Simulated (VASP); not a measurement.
A run of VASP 6.6.1 is set up as follows.

INCAR

```
SYSTEM = Nb
PREC = Accurate
ENCUT = 500
EDIFF = 1E-6
ISMEAR = 0
SIGMA = 0.1
LREAL = .False.
LASPH = .True.
NELM = 120
ALGO = Normal
ISIF = 2
LWAVE = .False.
LCHARG = .True.
GGA = PS
LELF = .True.
LVHAR = .True.
NBANDS = 20
GGA_COMPAT = .False.
```

KPOINTS

```
Automatic mesh
0
Gamma
  6 6 6
  0 0 0
```

The input POSCAR:

```
Nb
1.0
    1.8112095488      1.0457023205      3.3586709567
   -1.8112095488      1.0457023205      3.3586709567
    0.0000000000     -2.0914046411      3.3586709567
Nb
2
Direct
    0.2275400000      0.2275400000      0.2275400000
    0.7724600000      0.7724600000      0.7724600000
```

Potentials or basis: VASP PAW PBE potentials, release 64 (Nb_sv).

Command:

```sh
$ cat potpaw_PBE.64/Nb_sv/POTCAR > POTCAR
$ mpirun -np 1 vasp_std > vasp.out
```

(1) Estimate the largest force.

(2) Estimate the pressure.

(3) What does it give for the band gap on the k mesh?

Answers

(1) 4.658 eV/Å.

(2) 6.3 GPa.

(3) zero (band 13 reaches 11.65 eV, above the bottom of band 14 at 7.76 eV).

Caveat: the PAW data sets were made with another functional, which shifts forces and pressure a little.
